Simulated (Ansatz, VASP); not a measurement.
Tl in VASP and in Ansatz

File INCAR:

```
SYSTEM = Tl
ALGO = Normal
EDIFF = 1E-6
ENCUT = 520
GGA = RE
ISIF = 2
ISMEAR = -1
LASPH = .TRUE.
LCHARG = .FALSE.
LREAL = .FALSE.
LWAVE = .FALSE.
NBANDS = 20
NELM = 60
PREC = Accurate
SIGMA = 0.1
```

File KPOINTS:

```
k-points
0
G
  12 12 12
  0 0 0
```

File POSCAR:

```
Tl
1.0
    0.0000000000      3.5891013007      3.5891013007
    3.5891013007      0.0000000000      3.5891013007
    3.5891013007      3.5891013007      0.0000000000
Tl
2
Direct
    0.1250000000      0.1250000000      0.1250000000
    0.8750000000      0.8750000000      0.8750000000
```

Input for Ansatz:

```yaml
crystal:
  lattice:
    - [0.0, 3.5891013007, 3.5891013007]
    - [3.5891013007, 0.0, 3.5891013007]
    - [3.5891013007, 3.5891013007, 0.0]
  atoms:
    - { symbol: Tl, position: [0.125, 0.125, 0.125] }
    - { symbol: Tl, position: [0.875, 0.875, 0.875] }
hamiltonian:
  xc: revpbe
  pseudopotentials:
    kind: paw
    azcp:
      Tl: "pseudopotentials/Tl.paw.azcp"
basis:
  ecutwfc: 420
  fft_grid_basis: typed
kpoints:
  mp_grid: { grid: [12, 12, 12], shift: [0, 0, 0] }
magnetization:
  spin_polarized: false
scf:
  occupations: { method: fermi_dirac, width: 0.1 }
output:
  stress: true
  write_density: true
  write_potential: true
  elf: true
  volumetric_format: npy
```

Alike in both runs: task single point; functional revPBE; k mesh 12 × 12 × 12; occupations fermi-dirac, width 0.1 eV; no spin polarisation.

|  | VASP | Ansatz |
| --- | --- | --- |
| version | VASP 6.6.1 | Ansatz 0.2.0 |
| potentials or method | VASP PAW PBE potentials, release 64 (Tl_d), cutoff 520 eV | plane waves (420 eV) with PAW, scalar-relativistic |
| valence electrons in the cell | 26 | 26 |

```tsv
	VASP	Ansatz	Ansatz less VASP
pressure (GPa)	0.4	0.5	+0.04
```

VASP's potentials were made for PBE, not for revPBE.

Spin-orbit coupling is off throughout.
